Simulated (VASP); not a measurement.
# HfN (P6_3/mmc) in VASP: notebook

The runs below take HfN through single point, with LDA.

All numbers are computed with VASP 6.6.1; they aren't measurements. Logs are shortened: lines on timing, memory, paths and dates and some standing lists are left out, and cuts for length are marked.

## Step 1: The cell of the first run

The structure is hexagonal, space group P6_3/mmc (No. 194). The conventional cell has a = 3.108 Å, b = 3.108 Å, c = 5.371 Å, α = 90.00°, β = 90.00°, γ = 120.00°. Within 3.0 Å of Hf (site symmetry -6m2) lie 6 N at 2.24 Å. N (site symmetry -3m) has 6 Hf at 2.24 Å and 2 N at 2.69 Å within 3.0 Å.

## Step 2: Single point, LDA

Input file INCAR:

```
SYSTEM = HfN
PREC = Accurate
ENCUT = 520
EDIFF = 1E-7
ISMEAR = 1
SIGMA = 0.1
LREAL = .FALSE.
LASPH = .TRUE.
NELM = 100
ALGO = Normal
ISIF = 2
LWAVE = .FALSE.
LCHARG = .FALSE.
NBANDS = 23
```

Input file KPOINTS:

```
regular mesh
0
G
  8 8 4
  0 0 0
```

Input file POSCAR:

```
HfN
1.0
    3.1075714133      0.0000000000      0.0000000000
   -1.5537857067      2.6912357896      0.0000000000
    0.0000000000      0.0000000000      5.3712465114
Hf N
2 2
Direct
    0.6666666667      0.3333333333      0.7500000000
    0.3333333333      0.6666666667      0.2500000000
    0.0000000000      0.0000000000      0.0000000000
    0.0000000000      0.0000000000      0.5000000000
```

Potentials or basis: VASP PAW LDA potentials, release 64 (Hf_pv, N).

Launch:

```bash
> cat potpaw_LDA.64/Hf_pv/POTCAR potpaw_LDA.64/N/POTCAR > POTCAR
> mpirun -np 1 vasp_std > vasp.out
```

OUTCAR:

```text
SYSTEM = HfN
   PREC = Accurate
   ENCUT = 520
   EDIFF = 1E-7
   ISMEAR = 1
   LREAL = .FALSE.
   LASPH = .TRUE.
   NELM = 100
   ISIF = 2

 ion  position               nearest neighbor table
   1  0.667  0.333  0.750-   3 2.24   4 2.24   3 2.24   4 2.24   3 2.24   4 2.24   2 3.23   2 3.23
                             2 3.23   2 3.23   2 3.23   2 3.23
   2  0.333  0.667  0.250-   3 2.24   4 2.24   3 2.24   4 2.24   3 2.24   4 2.24   1 3.23   1 3.23
                             1 3.23   1 3.23   1 3.23   1 3.23
   3  0.000  0.000  0.000-   1 2.24   2 2.24   1 2.24   2 2.24   1 2.24   2 2.24
   4  0.000  0.000  0.500-   1 2.24   2 2.24   1 2.24   2 2.24   1 2.24   2 2.24

  LATTYP: Found a hexagonal cell.
 ALAT       =     3.1075714133
 C/A-ratio  =     1.7284386413

  Lattice vectors:

 A1 = (   3.1075714133,   0.0000000000,   0.0000000000)
 A2 = (  -1.5537857067,   2.6912357896,   0.0000000000)
 A3 = (   0.0000000000,   0.0000000000,   5.3712465114)

Analysis of symmetry for initial positions (statically):
=====================================================================
 Subroutine PRICEL returns:
 Original cell was already a primitive cell.

 Routine SETGRP: Setting up the symmetry group for a
 hexagonal supercell.

 Subroutine GETGRP returns: Found 24 space group operations
 (whereof 12 operations were pure point group operations)
 out of a pool of 24 trial point group operations.

The static configuration has the point symmetry D_3d.
 The point group associated with its full space group is D_6h.

Analysis of symmetry for dynamics (positions and initial velocities):
=====================================================================
 Subroutine PRICEL returns:
 Original cell was already a primitive cell.

 Routine SETGRP: Setting up the symmetry group for a
 hexagonal supercell.

 Subroutine GETGRP returns: Found 24 space group operations
 (whereof 12 operations were pure point group operations)
 out of a pool of 24 trial point group operations.

The dynamic configuration has the point symmetry D_3d.
 The point group associated with its full space group is D_6h.

 Subroutine INISYM returns: Found 24 space group operations
 (whereof 12 operations are pure point group operations),
 and found     1 'primitive' translations

----------------------------------------------------------------------------------------

                                     Primitive cell

  volume of cell :      44.9208

  direct lattice vectors                    reciprocal lattice vectors
[... 88 lines left out ...]
   LASPH  =      T    aspherical Exc in radial PAW
   ENCUT  =  520.0 eV  38.22 Ry    6.18 a.u.   5.78  5.78  9.99*2*pi/ulx,y,z
   NELM   =    100;   NELMIN=  2; NELMDL= -5     # of ELM steps
   EDIFF  = 0.1E-06   stopping-criterion for ELM
   LREAL  =      F    real-space projection
   EDIFFG = 0.1E-05   stopping-criterion for IOM
   NSW    =      0    number of steps for IOM
   IBRION =     -1    ionic relax: 0-MD 1-quasi-New 2-CG
   NFREE  =      0    steps in history (QN), initial steepest desc. (CG)
   ISIF   =      2    stress and relaxation
   ISYM   =      2    0-nonsym 1-usesym 2-fastsym
   POTIM  = 0.5000    time-step for ionic-motion
   TEBEG  =    0.0;   TEEND  =   0.0 temperature during run
   PSTRESS=    0.0 pullay stress
   NELECT =      30.0000    total number of electrons
   NUPDOWN=      -1.0000    fix difference up-down
   EMIN   =  10.00;   EMAX   =-10.00  energy-range for DOS
   EFERMI =   0.00;   METHOD = LEGACY
   ISMEAR =     1;   SIGMA  =   0.10  broadening in eV -4-tet -1-fermi 0-gaus
   EFERMI_NEDOS =   21; number of points for ismear=-14 and -15
   IALGO  =     38    algorithm
   IMIX   =      4    mixing-type and parameters
     AMIX     =   0.40;   BMIX     =  1.00
     AMIX_MAG =   1.60;   BMIX_MAG =  1.00
  volume/ion in A,a.u.               =      11.23        75.79
  Fermi-wavevector in a.u.,A,eV,Ry     =   1.430977  2.704154 27.860577  2.047695
  Thomas-Fermi vector in A             =   2.550764
   LORBIT       =      0    0 simple, 1 ext, 2 COOP (PROOUT), +10 PAW based schemes
   GGA     = CA    functional components
   LHFCALC =     F    Hartree Fock is set to
   AEXX    =    0.0000 exact exchange contribution
   IVDW    =     0    specifies the selected vdW correction
   LEPSILON=     F    determine dielectric tensor
   LRPA    =     F    only Hartree local field effects (RPA)
 non-spin polarized calculation
 Methfessel and Paxton  Order N= 1 SIGMA  =   0.10
  energy-cutoff  :      520.00
  volume of cell :       44.92
 maximum number of plane-waves:      1232
 NGX is ok and might be reduce to    24
   NGX = 11   NGY = 11   NGZ = 19

 number of electron      30.0000005 magnetization

 Free energy of the ion-electron system (eV)
  ---------------------------------------------------
  ext. energy  EPLUGINS =         0.00000000
  ---------------------------------------------------
  free energy    TOTEN  =       -47.56612718 eV

  energy without entropy =      -47.55962289  energy(sigma->0) =      -47.56395909

 E-fermi :   7.8296     XC(G=0): -13.1215

 val. band max:        7.8271317654   @ k =   0.3750   0.1250   0.5000
 cond. band min:       7.8459996212   @ k =   0.2500   0.2500   0.5000
 fundamental gap:      0.0188678558
 Fermi energy:         7.8295956485

 k-point     1 :       0.0000    0.0000    0.0000
  band No.  band energies     occupation
      1     -23.5253      2.00000
      2     -22.5557      2.00000
      3     -22.4589      2.00000
      4     -22.4589      2.00000
      5     -22.3917      2.00000
      6     -22.3917      2.00000
[... 613 lines left out ...]
     22      13.6656      0.00000
     23      15.4125      0.00000

 [... further k-points ...]
[... 5 lines left out ...]
  --------------------------------------------------------------------------------------
  -------------------------------------------------------------------------------------
  Total       -0.8231373     -0.8231373     -0.7512037      0.0000000      0.0000000      0.0000000
  in kB      -29.3585710    -29.3585710    -26.7929372      0.0000000      0.0000000      0.0000000
  external PRESSURE =     -28.5033597 kB  Pullay stress =       0.0000000 kB

 VOLUME and BASIS-vectors are now :
 -----------------------------------------------------------------------------
  energy-cutoff  :      520.00
  volume of cell :       44.92
      direct lattice vectors                 reciprocal lattice vectors
     3.107571413  0.000000000  0.000000000     0.321794697  0.185788255  0.000000000
    -1.553785707  2.691235790  0.000000000     0.000000000  0.371576509  0.000000000
     0.000000000  0.000000000  5.371246511     0.000000000  0.000000000  0.186176523

 POSITION                                       TOTAL-FORCE (eV/Angst)
 -----------------------------------------------------------------------------------
      1.55379      0.89708      4.02843        -0.000000     -0.000000      0.000000
     -0.00000      1.79416      1.34281         0.000000      0.000000      0.000000
      0.00000      0.00000      0.00000        -0.000000     -0.000000      0.000000
      0.00000      0.00000      2.68562        -0.000000     -0.000000      0.000000
 -----------------------------------------------------------------------------------
    total drift:                               -0.000000      0.000000     -0.000000

  FREE ENERGIE OF THE ION-ELECTRON SYSTEM (eV)
  ---------------------------------------------------
  free  energy   TOTEN  =       -47.5661271806 eV

  energy  without entropy=      -47.5596228941  energy(sigma->0) =      -47.56395909
```

OSZICAR:

```text
N       E                     dE             d eps       ncg     rms          rms(c)
DAV:   1     0.107364197665E+03    0.10736E+03   -0.16454E+04  1380   0.130E+03
DAV:   2    -0.481448533924E+02   -0.15551E+03   -0.14707E+03  1835   0.307E+02
DAV:   3    -0.536187972734E+02   -0.54739E+01   -0.54176E+01  1796   0.450E+01
DAV:   4    -0.536598611997E+02   -0.41064E-01   -0.41038E-01  1586   0.424E+00
DAV:   5    -0.536603772916E+02   -0.51609E-03   -0.51599E-03  1852   0.384E-01    0.796E+01
DAV:   6    -0.478154318280E+02    0.58449E+01   -0.27219E+01  1583   0.269E+01    0.608E+01
DAV:   7    -0.476348785608E+02    0.18055E+00   -0.22171E+00  1583   0.872E+00    0.231E+01
DAV:   8    -0.475733233749E+02    0.61555E-01   -0.23196E-01  1880   0.277E+00    0.354E+00
DAV:   9    -0.475666041211E+02    0.67193E-02   -0.28089E-02  1555   0.106E+00    0.290E+00
DAV:  10    -0.475664434554E+02    0.16067E-03   -0.60868E-03  1704   0.493E-01    0.121E+00
DAV:  11    -0.475661273444E+02    0.31611E-03   -0.14208E-03  1654   0.232E-01    0.118E-01
DAV:  12    -0.475661274925E+02   -0.14812E-06   -0.71936E-05  1695   0.561E-02    0.938E-02
DAV:  13    -0.475661271741E+02    0.31841E-06   -0.21755E-06  1634   0.935E-03    0.134E-02
DAV:  14    -0.475661271806E+02   -0.65224E-08   -0.66942E-08  1181   0.188E-03
   1 F= -.47566127E+02 E0= -.47563959E+02  d E =-.650429E-02
```

It took 43 s on 1 thread of AMD EPYC 7R13, shared host; peak memory 0.13 GiB.

What came out:

```
Free energy            : -47.5661 eV
Pressure               : -2.9 GPa
Band gap on the k mesh : zero (band 15 reaches 9.90 eV, above the bottom of band 16 at 7.54 eV)
```

Levels at points of the mesh, in eV from the Fermi level:
| k point | band 13 | band 14 | band 15 | band 16 | band 17 | band 18 |
| --- | --- | --- | --- | --- | --- | --- |
| (0.00, 0.00, 0.00) | -3.47 | -1.52 | -0.52 | 0.85 | 0.85 | 1.53 |
| (0.50, 0.00, 0.00) | -3.06 | -2.68 | -2.23 | 2.72 | 3.04 | 4.71 |
| (0.00, 0.00, 0.50) | -4.29 | -4.29 | 2.07 | 2.07 | 3.11 | 3.11 |
| (0.50, 0.00, 0.50) | -4.35 | -4.35 | -0.05 | -0.05 | 5.04 | 5.04 |

Caveat: spin-orbit coupling is left out, which moves the levels of the heavy elements.

## Step 3: Single point, LDA

This run uses another cell than the first one, of 11.52 Å³/atom, 1.026 times its volume.

Input file INCAR:

```
PREC = Accurate ; ENCUT = 520
EDIFF = 1E-7 ; ISMEAR = 1
SIGMA = 0.1 ; LREAL = False
LASPH = True ; NELM = 60
ALGO = Normal ; ISIF = 2
LWAVE = False ; LCHARG = False
NBANDS = 23
```

Input file KPOINTS:

```
Automatic mesh
0
Gamma
  8 8 4
```

Input file POSCAR:

```
HfN
1.0
    3.1339080200      0.0000000000      0.0000000000
   -1.5669540100      2.7140439600      0.0000000000
    0.0000000000      0.0000000000      5.4167677200
Hf N
2 2
Direct
    0.6666666667      0.3333333333      0.7500000000
    0.3333333333      0.6666666667      0.2500000000
    0.0000000000      0.0000000000      0.0000000000
    0.0000000000      0.0000000000      0.5000000000
```

Potentials or basis: VASP PAW LDA potentials, release 64 (Hf_pv, N).

Launch:

```bash
> cat potpaw_LDA.64/Hf_pv/POTCAR potpaw_LDA.64/N/POTCAR > POTCAR
> mpirun -np 1 vasp_std > vasp.out
```

Run time: 38 s. Hardware: 1 thread of AMD EPYC 7R13, shared host; peak memory 0.13 GiB.

The run converged. Its results:

```
Free energy            : -47.5210 eV
Pressure               : -9.8 GPa
Band gap on the k mesh : zero (band 15 reaches 9.60 eV, above the bottom of band 16 at 7.32 eV)
```

Levels at points of the mesh, in eV from the Fermi level:
```csv
k point,band 12,band 13,band 14,band 15,band 16,band 17,band 18,band 19
"(0.00, 0.00, 0.00)",-3.40,-3.40,-1.52,-0.49,0.84,0.84,1.37,1.95
"(0.50, 0.00, 0.00)",-5.30,-3.04,-2.62,-2.22,2.62,2.94,4.57,4.76
"(0.00, 0.00, 0.50)",-4.20,-4.20,-4.20,2.00,2.00,3.02,3.02,3.02
"(0.50, 0.00, 0.50)",-5.28,-4.28,-4.28,-0.07,-0.07,4.88,4.88,4.91
```

Caveat: spin-orbit coupling is left out, which moves the levels of the heavy elements.

## Step 4: Single point, LDA

This run uses another cell than the first one, of 11.81 Å³/atom, 1.051 times its volume.

Input file INCAR:

```
PREC = Accurate ; ENCUT = 520
EDIFF = 1E-6 ; ISMEAR = 1
SIGMA = 0.1 ; LREAL = F
LASPH = T ; NELM = 60
ALGO = Normal ; ISIF = 2
LWAVE = F ; LCHARG = F
GGA = CA ; NBANDS = 23
```

Input file KPOINTS:

```
regular mesh
0
Gamma
  8 8 4
```

Input file POSCAR:

```
HfN
1.0
    3.1598092609      0.0000000000      0.0000000000
   -1.5799046304      2.7364750926      0.0000000000
    0.0000000000      0.0000000000      5.4615364256
Hf N
2 2
Direct
    0.6666666667      0.3333333333      0.7500000000
    0.3333333333      0.6666666667      0.2500000000
    0.0000000000      0.0000000000      0.0000000000
    0.0000000000      0.0000000000      0.5000000000
```

Potentials or basis: VASP PAW LDA potentials, release 64 (Hf_pv, N).

Launch:

```bash
> cat potpaw_LDA.64/Hf_pv/POTCAR potpaw_LDA.64/N/POTCAR > POTCAR
> mpirun -np 1 vasp_std > vasp.out
```

OUTCAR:

```text
PREC = Accurate
   ENCUT = 520
   EDIFF = 1E-6
   ISMEAR = 1
   LREAL = F
   LASPH = T
   NELM = 60
   ISIF = 2
   GGA = CA

 ion  position               nearest neighbor table
   1  0.667  0.333  0.750-   3 2.28   4 2.28   3 2.28   4 2.28   3 2.28   4 2.28   2 3.28   2 3.28
                             2 3.28   2 3.28   2 3.28   2 3.28
   2  0.333  0.667  0.250-   3 2.28   4 2.28   3 2.28   4 2.28   3 2.28   4 2.28   1 3.28   1 3.28
                             1 3.28   1 3.28   1 3.28   1 3.28
   3  0.000  0.000  0.000-   1 2.28   2 2.28   1 2.28   2 2.28   1 2.28   2 2.28
[... 830 lines left out ...]
  --------------------------------------------------------------------------------------
  -------------------------------------------------------------------------------------
  Total       -4.6430592     -4.6430592     -4.6902592     -0.0000000      0.0000000      0.0000000
  in kB     -157.5243172   -157.5243174   -159.1256623     -0.0000000      0.0000000      0.0000000
  external PRESSURE =    -158.0580989 kB  Pullay stress =       0.0000000 kB

 VOLUME and BASIS-vectors are now :
 -----------------------------------------------------------------------------
  energy-cutoff  :      520.00
  volume of cell :       47.22
      direct lattice vectors                 reciprocal lattice vectors
     3.159809261  0.000000000  0.000000000     0.316474799  0.182716810  0.000000000
    -1.579904630  2.736475093  0.000000000     0.000000000  0.365433620  0.000000000
     0.000000000  0.000000000  5.461536426     0.000000000  0.000000000  0.183098660

 POSITION                                       TOTAL-FORCE (eV/Angst)
 -----------------------------------------------------------------------------------
      1.57990      0.91216      4.09615         0.000000      0.000000      0.000000
     -0.00000      1.82432      1.36538        -0.000000     -0.000000      0.000000
      0.00000      0.00000      0.00000        -0.000000      0.000000      0.000000
      0.00000      0.00000      2.73077        -0.000000      0.000000      0.000000
 -----------------------------------------------------------------------------------
    total drift:                                0.000000     -0.000000      0.000000

  FREE ENERGIE OF THE ION-ELECTRON SYSTEM (eV)
  ---------------------------------------------------
  free  energy   TOTEN  =       -47.4292814367 eV

  energy  without entropy=      -47.4235610143  energy(sigma->0) =      -47.42737463
```

stdout:

```text
POSCAR found type information on POSCAR HfN
 POSCAR found :  2 types and       4 ions
 scaLAPACK will be used
 LDA part: xc-table for (Slater(with rela. corr.)+CA(PZ))
 , standard interpolation
 POSCAR, INCAR and KPOINTS ok, starting setup
 FFT: planning ... GRIDC
 FFT: planning ... GRID_SOFT
 FFT: planning ... GRID
 WAVECAR not read
 entering main loop
```

It took 51 s on 1 thread of AMD EPYC 7R13, shared host; peak memory 0.13 GiB.

Results:

```yaml
Free_energy: -47.4293 eV
Pressure: -15.8 GPa
Band_gap_on_the_k_mesh: zero (band 15 reaches 9.32 eV, above the bottom of band 16 at 7.11 eV)
```

Caveat: spin-orbit coupling is left out, which moves the levels of the heavy elements.

## Step 5: Single point, LDA

This run uses another cell than the first one, of 12.09 Å³/atom, 1.077 times its volume.

Input file INCAR:

```
PREC = Accurate ; ENCUT = 520
EDIFF = 1E-7 ; ISMEAR = 1
SIGMA = 0.1 ; LREAL = F
LASPH = T ; NELM = 60
ALGO = Normal ; ISIF = 2
LWAVE = F ; LCHARG = F
NBANDS = 23
```

Input file KPOINTS:

```
Automatic mesh
0
Gamma
  8 8 4
```

Input file POSCAR:

```
HfN
1.0
    3.1852926941      0.0000000000      0.0000000000
   -1.5926463471      2.7585443932      0.0000000000
    0.0000000000      0.0000000000      5.5055829763
Hf N
2 2
Direct
    0.6666666667      0.3333333333      0.7500000000
    0.3333333333      0.6666666667      0.2500000000
    0.0000000000      0.0000000000      0.0000000000
    0.0000000000      0.0000000000      0.5000000000
```

Launch:

```bash
> cat potpaw_LDA.64/Hf_pv/POTCAR potpaw_LDA.64/N/POTCAR > POTCAR
> mpirun -np 1 vasp_std > vasp.out
```

Run time: 46 s. Hardware: 1 thread of AMD EPYC 7R13, shared host; peak memory 0.13 GiB.

The run converged. Its results:

```
Free energy            : -47.2969 eV
Pressure               : -21.1 GPa
Band gap on the k mesh : zero (band 15 reaches 9.04 eV, above the bottom of band 16 at 6.90 eV)
```

Stress tensor (GPa, compression positive):
```
-21.01   0.00   0.00
  0.00 -21.01   0.00
  0.00   0.00 -21.27
```

Levels at points of the mesh, in eV from the Fermi level:
```csv
k point,band 13,band 14,band 15,band 16,band 17,band 18
"(0.00, 0.00, 0.00)",-3.27,-1.51,-0.44,0.82,0.82,1.06
"(0.50, 0.00, 0.00)",-3.00,-2.50,-2.19,2.45,2.74,4.30
"(0.00, 0.00, 0.50)",-4.03,-4.03,1.87,1.87,2.86,2.86
"(0.50, 0.00, 0.50)",-4.13,-4.13,-0.11,-0.11,4.58,4.58
```

Caveat: spin-orbit coupling is left out, which moves the levels of the heavy elements.

## Step 6: The runs side by side

```csv
cell,gap on the mesh (eV),pressure (GPa)
"a = 3.108, b = 3.108, c = 5.371 Å, angles 90.0, 90.0, 120.0°, 4 atoms",none,-2.9
"a = 3.134, b = 3.134, c = 5.417 Å, angles 90.0, 90.0, 120.0°, 4 atoms",none,-9.8
"a = 3.160, b = 3.160, c = 5.462 Å, angles 90.0, 90.0, 120.0°, 4 atoms",none,-15.8
"a = 3.185, b = 3.185, c = 5.506 Å, angles 90.0, 90.0, 120.0°, 4 atoms",none,-21.1
```

Alike in all rows: task single point; level LDA; potentials or basis VASP PAW LDA potentials, release 64 (Hf_pv, N); no spin polarisation; k mesh 8 × 8 × 4; cutoff (eV) 520; smearing methfessel-paxton 0.1 eV.

Caveats: spin-orbit coupling is left out, which moves the levels of the heavy elements.

Total energies depend on the potentials used, so only differences within one code and one set of settings carry meaning.
